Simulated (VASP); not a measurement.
## Fe: single point with PBE

Fe:

```xyz
2
Lattice="2.5249 0.0000 0.0000 -1.2624 2.1866 0.0000 0.0000 0.0000 4.3740" Properties=species:S:1:pos:R:3 pbc="T T T"
Fe    0.0000    1.4577    3.2805
Fe    1.2624    0.7289    1.0935
```

This isn't the form of Fe at room conditions, which is bcc.

```
Program             : VASP 6.6.1
Task                : single point
Functional          : PBE
Potentials or basis : VASP PAW PBE potentials, release 64 (Fe)
Cutoff              : 520 eV
k mesh              : 18 × 18 × 10
Occupations         : gaussian, width 0.05 eV
Spin                : collinear spin, ferromagnetic start
Starting moments    : [0.5, 0.5] μB
```

- Pressure: -31.8 GPa
- Band gap on the k mesh: zero (filled and empty bands overlap)
- Net moment: 0.00 μB per cell
- Valence electrons inside the program's atomic spheres: Fe 7.14

Stress tensor (GPa, compression positive):
```
-23.71   0.00   0.00
  0.00 -23.71   0.00
  0.00   0.00 -47.93
```

Levels at points of the mesh, in eV from the Fermi level:
Spin up:
```csv
k point,band 4,band 5,band 6,band 7,band 8,band 9,band 10,band 11,band 12,band 13
"(0.00, 0.00, 0.00)",-1.24,-1.24,-0.99,-0.99,-0.36,-0.32,-0.32,0.55,0.55,6.02
"(0.50, 0.00, 0.00)",-1.46,-1.36,-1.15,-1.08,0.67,0.87,0.97,2.32,4.19,9.31
"(0.00, 0.00, 0.50)",-1.94,-1.24,-1.24,-1.24,-1.24,0.25,0.25,0.25,0.25,13.07
"(0.50, 0.00, 0.50)",-2.64,-0.33,-0.33,0.15,0.15,0.93,0.93,2.18,2.18,7.88
```
Spin down:
```csv
k point,band 4,band 5,band 6,band 7,band 8,band 9,band 10,band 11,band 12,band 13
"(0.00, 0.00, 0.00)",-1.24,-1.24,-0.99,-0.99,-0.36,-0.32,-0.32,0.55,0.55,6.02
"(0.50, 0.00, 0.00)",-1.46,-1.36,-1.15,-1.08,0.67,0.87,0.98,2.32,4.19,9.31
"(0.00, 0.00, 0.50)",-1.94,-1.24,-1.24,-1.24,-1.24,0.26,0.26,0.26,0.26,13.07
"(0.50, 0.00, 0.50)",-2.64,-0.33,-0.33,0.15,0.15,0.93,0.93,2.18,2.18,7.88
```

Wall time 100 s on 1 thread of Intel(R) Xeon(R) 6975P-C (Granite Rapids), on a shared host, peak memory 0.26 GiB.

Caveat: the cell stands under tension.
